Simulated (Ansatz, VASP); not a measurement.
**Two plane-wave programs on InSb**

```
In Sb
1.0
     0.00000    3.17298    3.17298
     3.17298    0.00000    3.17298
     3.17298    3.17298    0.00000
In Sb
1 1
Direct
  0.00000 0.00000 0.00000
  0.75000 0.75000 0.75000
```

Change from the starting cell: volume scaled by 0.94, ions relaxed.

Alike in both runs: functional PBE; k mesh 12 × 12 × 12; occupations fermi-dirac, width 0.05 eV; no spin polarisation.

Ansatz relaxed the structure, and its values are those at the end. VASP's run is a single point on that final structure, the one shown.

|  | VASP | Ansatz |
| --- | --- | --- |
| version | VASP 6.6.1 | Ansatz 0.2.0 |
| potentials or method | VASP PAW PBE potentials, release 64 (In_d, Sb) | plane-wave PAW, scalar-relativistic |
| plane-wave cutoff (eV) | 520 | 420 |
| valence electrons in the cell | 18 | 28 |

|  | VASP | Ansatz | Ansatz less VASP |
| --- | --- | --- | --- |
| pressure (GPa) | 6.8 | 6.8 | +0.03 |

VASP's potentials hold 18 valence electrons a cell and Ansatz's 28, so a difference there can come from the potentials and not from the codes. Ansatz's warnings: stress scf threshold loose.

Neither program's run includes spin-orbit coupling.
